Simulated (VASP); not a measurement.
# TiTc2 in VASP: notebook

TiTc2 is run at these levels: PBEsol; tasks: single point.

All numbers are computed with VASP 6.6.1; they aren't measurements. Logs are shortened: lines on timing, memory, paths and dates and some standing lists are left out, and cuts for length are marked.

## (1) The cell of the first run

The structure is tetragonal, space group I4/mmm (No. 139). The conventional cell has a = 3.051 Å, b = 3.051 Å, c = 9.232 Å, α = 90.00°, β = 90.00°, γ = 90.00°. Within 3.5 Å of Ti (site symmetry 4/mmm) lie 10 Tc at 2.65 to 3.07 Å and 4 Ti at 3.05 Å. Tc (site symmetry 4mm) has 9 Tc at 2.64 to 3.09 Å and 5 Ti at 2.65 to 3.07 Å within 3.5 Å.

## (2) Single point, PBEsol

INCAR reads:

```
PREC = Accurate ; ENCUT = 520
EDIFF = 1E-7 ; ISMEAR = 0
SIGMA = 0.05 ; LREAL = F
LASPH = T ; NELM = 100
ALGO = Normal ; ISIF = 2
LWAVE = F ; LCHARG = T
GGA = PS ; LELF = T
LVHAR = T ; NBANDS = 26
```

KPOINTS reads:

```
Automatic mesh
0
Gamma
  14 14 14
```

POSCAR reads:

```
TiTc2
1.0
   -1.5256956698      1.5256956698      4.6160380583
    1.5256956698     -1.5256956698      4.6160380583
    1.5256956698      1.5256956698     -4.6160380583
Ti Tc
1 2
Direct
    0.0000000000      0.0000000000      0.0000000000
    0.3328301835      0.3328301835      0.0000000000
    0.6671698165      0.6671698165      0.0000000000
```

Potentials or basis: VASP PAW PBE potentials, release 64 (Ti_sv, Tc_pv).

On the command line:

```console
> cat potpaw_PBE.64/Ti_sv/POTCAR potpaw_PBE.64/Tc_pv/POTCAR > POTCAR
> mpirun -np 1 vasp_std > vasp.out
```

OUTCAR:

```text
PREC = Accurate
   ENCUT = 520
   EDIFF = 1E-7
   ISMEAR = 0
   LREAL = F
   LASPH = T
   NELM = 100
   ISIF = 2
   GGA = PS

 ion  position               nearest neighbor table
   1  0.000  0.000  0.000-   3 2.65   3 2.65   3 2.65   2 2.65   3 2.65   2 2.65   2 2.65   2 2.65
                             2 3.07   3 3.07
   2  0.333  0.333  0.000-   3 2.64   3 2.64   3 2.64   3 2.64   1 2.65   1 2.65   1 2.65   1 2.65
                             1 3.07   3 3.09
   3  0.667  0.667  0.000-   2 2.64   2 2.64   2 2.64   2 2.64   1 2.65   1 2.65   1 2.65   1 2.65
                             1 3.07   2 3.09

  LATTYP: Found a body centered tetragonal cell.
 ALAT       =     3.0513913396
 C/A-ratio  =     3.0255300252

  Lattice vectors:

 A1 = (  -1.5256956698,   1.5256956698,   4.6160380583)
 A2 = (   1.5256956698,  -1.5256956698,   4.6160380583)
 A3 = (   1.5256956698,   1.5256956698,  -4.6160380583)

Analysis of symmetry for initial positions (statically):
=====================================================================
 Subroutine PRICEL returns:
 Original cell was already a primitive cell.

 Routine SETGRP: Setting up the symmetry group for a
 body centered tetragonal supercell.

 Subroutine GETGRP returns: Found 16 space group operations
 (whereof 16 operations were pure point group operations)
 out of a pool of 16 trial point group operations.

The static configuration has the point symmetry D_4h.

Analysis of symmetry for dynamics (positions and initial velocities):
=====================================================================
 Subroutine PRICEL returns:
 Original cell was already a primitive cell.

 Routine SETGRP: Setting up the symmetry group for a
 body centered tetragonal supercell.

 Subroutine GETGRP returns: Found 16 space group operations
 (whereof 16 operations were pure point group operations)
 out of a pool of 16 trial point group operations.

The dynamic configuration has the point symmetry D_4h.

 Subroutine INISYM returns: Found 16 space group operations
 (whereof 16 operations are pure point group operations),
 and found     1 'primitive' translations

----------------------------------------------------------------------------------------

                                     Primitive cell

  volume of cell :      42.9799

[... 81 lines left out ...]
   PREC   = accura    normal or accurate (medium, high low for compatibility)
   ISTART =      0    job   : 0-new  1-cont  2-samecut
   ICHARG =      2    charge: 1-file 2-atom 10-const
   ISPIN  =      1    spin polarized calculation?
   LNONCOLLINEAR =      F non collinear calculations
   LSORBIT =      F    spin-orbit coupling
   LASPH  =      T    aspherical Exc in radial PAW
   ENCUT  =  520.0 eV  38.22 Ry    6.18 a.u.   9.47  9.47  9.47*2*pi/ulx,y,z
   NELM   =    100;   NELMIN=  2; NELMDL= -5     # of ELM steps
   EDIFF  = 0.1E-06   stopping-criterion for ELM
   LREAL  =      F    real-space projection
   EDIFFG = 0.1E-05   stopping-criterion for IOM
   NSW    =      0    number of steps for IOM
   IBRION =     -1    ionic relax: 0-MD 1-quasi-New 2-CG
   NFREE  =      0    steps in history (QN), initial steepest desc. (CG)
   ISIF   =      2    stress and relaxation
   ISYM   =      2    0-nonsym 1-usesym 2-fastsym
   POTIM  = 0.5000    time-step for ionic-motion
   TEBEG  =    0.0;   TEEND  =   0.0 temperature during run
   PSTRESS=    0.0 pullay stress
   NELECT =      38.0000    total number of electrons
   NUPDOWN=      -1.0000    fix difference up-down
   EMIN   =  10.00;   EMAX   =-10.00  energy-range for DOS
   EFERMI =   0.00;   METHOD = LEGACY
   ISMEAR =     0;   SIGMA  =   0.05  broadening in eV -4-tet -1-fermi 0-gaus
   EFERMI_NEDOS =   21; number of points for ismear=-14 and -15
   IALGO  =     38    algorithm
   IMIX   =      4    mixing-type and parameters
     AMIX     =   0.40;   BMIX     =  1.00
     AMIX_MAG =   1.60;   BMIX_MAG =  1.00
  volume/ion in A,a.u.               =      14.33        96.68
  Fermi-wavevector in a.u.,A,eV,Ry     =   1.571258  2.969248 33.590787  2.468853
  Thomas-Fermi vector in A             =   2.672869
   LORBIT       =      0    0 simple, 1 ext, 2 COOP (PROOUT), +10 PAW based schemes
   GGA     = PS    functional components
   LHFCALC =     F    Hartree Fock is set to
   AEXX    =    0.0000 exact exchange contribution
   IVDW    =     0    specifies the selected vdW correction
   LEPSILON=     F    determine dielectric tensor
   LRPA    =     F    only Hartree local field effects (RPA)
 non-spin polarized calculation
 Gauss-broadening in eV      SIGMA  =   0.05
  energy-cutoff  :      520.00
  volume of cell :       42.98
 maximum number of plane-waves:      1177
 NGX is ok and might be reduce to    40
   NGX = 19   NGY = 19   NGZ = 19

 number of electron      38.0000000 magnetization

 Free energy of the ion-electron system (eV)
  ---------------------------------------------------
  ext. energy  EPLUGINS =         0.00000000
  ---------------------------------------------------
  free energy    TOTEN  =       -31.91394710 eV

  energy without entropy =      -31.91158825  energy(sigma->0) =      -31.91276768

 E-fermi :  12.0700     XC(G=0): -13.5047

 val. band max:       12.0659993722   @ k =  -0.0714  -0.2857   0.0714
 cond. band min:      12.0757920817   @ k =  -0.1429  -0.2857   0.1429
 fundamental gap:      0.0097927094
 Fermi energy:        12.0700102714

 k-point     1 :       0.0000    0.0000    0.0000
  band No.  band energies     occupation
      1     -44.4613      2.00000
      2     -27.2513      2.00000
      3     -27.0871      2.00000
      4     -27.0871      2.00000
      5     -26.7125      2.00000
      6     -26.6517      2.00000
[... 685 lines left out ...]
     25      14.7567      0.00000
     26      15.1667      0.00000

 [... further k-points ...]
[... 5 lines left out ...]
  --------------------------------------------------------------------------------------
  -------------------------------------------------------------------------------------
  Total       -0.1146840     -0.1146840     -0.0823267      0.0000000      0.0000000      0.0000000
  in kB       -4.2751185     -4.2751185     -3.0689225      0.0000000      0.0000000      0.0000000
  external PRESSURE =      -3.8730532 kB  Pullay stress =       0.0000000 kB

 VOLUME and BASIS-vectors are now :
 -----------------------------------------------------------------------------
  energy-cutoff  :      520.00
  volume of cell :       42.98
      direct lattice vectors                 reciprocal lattice vectors
    -1.525695670  1.525695670  4.616038058     0.000000000  0.327719354  0.108317998
     1.525695670 -1.525695670  4.616038058     0.327719354  0.000000000  0.108317998
     1.525695670  1.525695670 -4.616038058     0.327719354  0.327719354  0.000000000

 POSITION                                       TOTAL-FORCE (eV/Angst)
 -----------------------------------------------------------------------------------
      0.00000      0.00000      0.00000        -0.000000     -0.000000      0.000000
      0.00000      0.00000      3.07271        -0.000000     -0.000000     -0.017878
      0.00000      0.00000      6.15936         0.000000      0.000000      0.017878
 -----------------------------------------------------------------------------------
    total drift:                                0.000000      0.000000     -0.000000

  FREE ENERGIE OF THE ION-ELECTRON SYSTEM (eV)
  ---------------------------------------------------
  free  energy   TOTEN  =       -31.9139470973 eV

  energy  without entropy=      -31.9115882541  energy(sigma->0) =      -31.91276768
```

OSZICAR:

```text
N       E                     dE             d eps       ncg     rms          rms(c)
DAV:   1     0.513057001330E+03    0.51306E+03   -0.21502E+04 12688   0.169E+03
DAV:   2    -0.549649801143E+01   -0.51855E+03   -0.50869E+03 13286   0.501E+02
DAV:   3    -0.336622142628E+02   -0.28166E+02   -0.27375E+02 16896   0.127E+02
DAV:   4    -0.348101703343E+02   -0.11480E+01   -0.11428E+01 17148   0.222E+01
DAV:   5    -0.348321004614E+02   -0.21930E-01   -0.21912E-01 16154   0.273E+00    0.273E+01
DAV:   6    -0.322168251805E+02    0.26153E+01   -0.78730E+00 15258   0.256E+01    0.922E+00
DAV:   7    -0.324943412331E+02   -0.27752E+00   -0.60802E+00 15704   0.156E+01    0.520E+00
DAV:   8    -0.319110293913E+02    0.58331E+00   -0.26151E+00 17218   0.104E+01    0.165E+00
DAV:   9    -0.319151470664E+02   -0.41177E-02   -0.11653E-01 13954   0.285E+00    0.311E-01
DAV:  10    -0.319136892852E+02    0.14578E-02   -0.90684E-03 16340   0.719E-01    0.136E-01
DAV:  11    -0.319139583310E+02   -0.26905E-03   -0.86334E-04 15118   0.177E-01    0.847E-02
DAV:  12    -0.319139372078E+02    0.21123E-04   -0.12637E-04 16834   0.690E-02    0.494E-02
DAV:  13    -0.319139463291E+02   -0.91213E-05   -0.64216E-05 13330   0.595E-02    0.378E-03
DAV:  14    -0.319139468594E+02   -0.53032E-06   -0.39139E-06 16216   0.115E-02    0.395E-03
DAV:  15    -0.319139470620E+02   -0.20254E-06   -0.33014E-07 12334   0.382E-03    0.798E-04
DAV:  16    -0.319139470973E+02   -0.35334E-07   -0.83442E-08  8468   0.169E-03
   1 F= -.31913947E+02 E0= -.31912768E+02  d E =-.235884E-02
```

stdout:

```text
POSCAR found type information on POSCAR TiTc
 POSCAR found :  2 types and       3 ions
 scaLAPACK will be used
 -----------------------------------------------------------------------------
|                                                                             |
|                                                                             |
|     You enforced a specific xc type in the INCAR file but a different       |
|     I HOPE YOU KNOW WHAT YOU ARE DOING!                                     |
|                                                                             |
 -----------------------------------------------------------------------------

 LDA part: xc-table for (Slater+PW92), standard interpolation
 POSCAR, INCAR and KPOINTS ok, starting setup
 FFT: planning ... GRIDC
 FFT: planning ... GRID_SOFT
 FFT: planning ... GRID
 WAVECAR not read
 entering main loop
```

Run time: 4.9 min. Hardware: 1 thread of Intel Xeon 6975P-C (Granite Rapids), shared host; peak memory 0.42 GiB.

Results:

| Property | Result |
| --- | --- |
| Free energy | -31.9139 eV |
| Pressure | -0.4 GPa |
| Largest force | 0.018 eV/Å |
| Band gap on the k mesh | zero (bands 19 and 20 overlap by 2.04 eV) |

Forces on the atoms (eV/Å):
```
Ti   0.000  0.000  0.000
Tc   0.000  0.000 -0.018
Tc   0.000  0.000  0.018
```

Levels at points of the mesh, in eV from the Fermi level:
```
           k point  band 17  band 18  band 19  band 20  band 21  band 22
(0.00, 0.00, 0.00)    -1.67    -1.49     0.10     0.10     1.50     1.62
(0.50, 0.00, 0.00)    -1.86    -0.95    -0.50     0.95     1.46     1.56
(0.50, 0.50, 0.00)    -1.92    -0.59     1.32     1.45     1.49     1.50
(0.50, 0.50, 0.50)    -1.47    -1.06    -0.55    -0.55     0.22     0.31
```

Caveat: the PAW data sets were made with another functional, which shifts forces and pressure a little.

## (3) Single point, PBEsol

This run uses another cell than the first one, of 14.47 Å³/atom.

INCAR reads:

```
PREC = Accurate
ENCUT = 520
EDIFF = 1E-6
ISMEAR = 0
SIGMA = 0.05
LREAL = False
LASPH = True
NELM = 100
ALGO = Normal
ISIF = 2
LWAVE = False
LCHARG = True
GGA = PS
LELF = True
LVHAR = True
NBANDS = 26
```

KPOINTS is that of step 2.

POSCAR reads:

```
TiTc2
1.0
   -1.5409526265      1.5256956698      4.6160380583
    1.5409526265     -1.5256956698      4.6160380583
    1.5409526265      1.5256956698     -4.6160380583
Ti Tc
1 2
Direct
    0.0000000000      0.0000000000      0.0000000000
    0.3328301835      0.3328301835      0.0000000000
    0.6671698165      0.6671698165      0.0000000000
```

Potentials or basis: VASP PAW PBE potentials, release 64 (Ti_sv, Tc_pv).

On the command line:

```console
> cat potpaw_PBE.64/Ti_sv/POTCAR potpaw_PBE.64/Tc_pv/POTCAR > POTCAR
> mpirun -np 1 vasp_std > vasp.out
```

OUTCAR:

```text
PREC = Accurate
   ENCUT = 520
   EDIFF = 1E-6
   ISMEAR = 0
   LREAL = False
   LASPH = True
   NELM = 100
   ISIF = 2
   GGA = PS

 ion  position               nearest neighbor table
   1  0.000  0.000  0.000-   3 2.66   3 2.66   3 2.66   2 2.66   3 2.66   2 2.66   2 2.66   2 2.66
                             2 3.07   3 3.07
   2  0.333  0.333  0.000-   3 2.65   3 2.65   3 2.65   3 2.65   1 2.66   1 2.66   1 2.66   1 2.66
                             1 3.07   3 3.09
   3  0.667  0.667  0.000-   2 2.65   2 2.65   2 2.65   2 2.65   1 2.66   1 2.66   1 2.66   1 2.66
                             1 3.07   2 3.09

  LATTYP: Found a body centered orthorhombic cell.
 ALAT       =     3.0513913396
 B/A-ratio  =     1.0100000000
 C/A-ratio  =     3.0255300252

  Lattice vectors:

 A1 = (  -1.5409526265,  -1.5256956698,   4.6160380583)
 A2 = (   1.5409526265,   1.5256956698,   4.6160380583)
 A3 = (  -1.5409526265,   1.5256956698,  -4.6160380583)

Analysis of symmetry for initial positions (statically):
=====================================================================
 Subroutine PRICEL returns:
[... 167 lines left out ...]
  ---------------------------------------------------
  ext. energy  EPLUGINS =         0.00000000
  ---------------------------------------------------
  free energy    TOTEN  =       -31.90768127 eV

  energy without entropy =      -31.90529977  energy(sigma->0) =      -31.90649052

 E-fermi :  11.9091     XC(G=0): -13.4484

 val. band max:       11.9081833035   @ k =  -0.2857   0.2857   0.2857
 cond. band min:      11.9102711948   @ k =  -0.0714   0.1429  -0.0000
 fundamental gap:      0.0020878913
 Fermi energy:        11.9090661404

 k-point     1 :       0.0000    0.0000    0.0000
  band No.  band energies     occupation
      1     -44.6369      2.00000
      2     -27.3887      2.00000
      3     -27.2487      2.00000
      4     -27.2262      2.00000
      5     -26.8665      2.00000
      6     -26.8186      2.00000
[... 685 lines left out ...]
     25      14.5360      0.00000
     26      15.2505      0.00000

 [... further k-points ...]
[... 5 lines left out ...]
  --------------------------------------------------------------------------------------
  -------------------------------------------------------------------------------------
  Total       -1.2210144     -0.6108412     -0.5354942     -0.0000000      0.0000000      0.0000000
  in kB      -45.0655639    -22.5451085    -19.7641785     -0.0000000      0.0000000      0.0000000
  external PRESSURE =     -29.1249503 kB  Pullay stress =       0.0000000 kB

 VOLUME and BASIS-vectors are now :
 -----------------------------------------------------------------------------
  energy-cutoff  :      520.00
  volume of cell :       43.41
      direct lattice vectors                 reciprocal lattice vectors
    -1.540952626  1.525695670  4.616038058     0.000000000  0.327719354  0.108317998
     1.540952626 -1.525695670  4.616038058     0.324474608  0.000000000  0.108317998
     1.540952626  1.525695670 -4.616038058     0.324474608  0.327719354  0.000000000

 POSITION                                       TOTAL-FORCE (eV/Angst)
 -----------------------------------------------------------------------------------
      0.00000      0.00000      0.00000        -0.000000     -0.000000      0.000000
      0.00000      0.00000      3.07271        -0.000000     -0.000000     -0.071005
      0.00000      0.00000      6.15936         0.000000      0.000000      0.071005
 -----------------------------------------------------------------------------------
    total drift:                                0.000000      0.000000     -0.000000

  FREE ENERGIE OF THE ION-ELECTRON SYSTEM (eV)
  ---------------------------------------------------
  free  energy   TOTEN  =       -31.9076812680 eV

  energy  without entropy=      -31.9052997681  energy(sigma->0) =      -31.90649052
```

OSZICAR:

```text
N       E                     dE             d eps       ncg     rms          rms(c)
DAV:   1     0.513285398548E+03    0.51329E+03   -0.21411E+04 22256   0.169E+03
DAV:   2    -0.494589046035E+01   -0.51823E+03   -0.50810E+03 23164   0.501E+02
DAV:   3    -0.336648515266E+02   -0.28719E+02   -0.27925E+02 29626   0.128E+02
DAV:   4    -0.348396700008E+02   -0.11748E+01   -0.11691E+01 29832   0.225E+01
DAV:   5    -0.348630467328E+02   -0.23377E-01   -0.23360E-01 28508   0.283E+00    0.268E+01
DAV:   6    -0.322136206804E+02    0.26494E+01   -0.80964E+00 26756   0.258E+01    0.901E+00
DAV:   7    -0.325098444038E+02   -0.29622E+00   -0.63116E+00 27812   0.158E+01    0.529E+00
DAV:   8    -0.319049153393E+02    0.60493E+00   -0.26942E+00 30396   0.105E+01    0.163E+00
DAV:   9    -0.319088597020E+02   -0.39444E-02   -0.11203E-01 24628   0.273E+00    0.295E-01
DAV:  10    -0.319074217590E+02    0.14379E-02   -0.89294E-03 28560   0.664E-01    0.133E-01
DAV:  11    -0.319076869192E+02   -0.26516E-03   -0.78168E-04 26152   0.176E-01    0.813E-02
DAV:  12    -0.319076708552E+02    0.16064E-04   -0.12102E-04 29078   0.675E-02    0.494E-02
DAV:  13    -0.319076807347E+02   -0.98795E-05   -0.67972E-05 23142   0.630E-02    0.473E-03
DAV:  14    -0.319076812680E+02   -0.53329E-06   -0.49134E-06 27834   0.113E-02
   1 F= -.31907681E+02 E0= -.31906491E+02  d E =-.238150E-02
```

Run time: 14 min. Hardware: 1 thread of Intel Xeon Platinum 8375C at 2.90GHz (Ice Lake), shared host; peak memory 0.59 GiB.

What came out:

```yaml
Free_energy: -31.9077 eV
Pressure: -2.9 GPa
Largest_force: 0.071 eV/Å
Band_gap_on_the_k_mesh: zero (bands 19 and 20 overlap by 2.00 eV)
```

Forces in eV/Å, atoms in the order of the input:
```
Ti   0.000  0.000  0.000
Tc   0.000  0.000 -0.071
Tc   0.000  0.000  0.071
```

Stress tensor (GPa, compression positive):
```
-4.51  0.00  0.00
 0.00 -2.25  0.00
 0.00  0.00 -1.98
```

Caveat: the PAW data sets were made with another functional, which shifts forces and pressure a little.
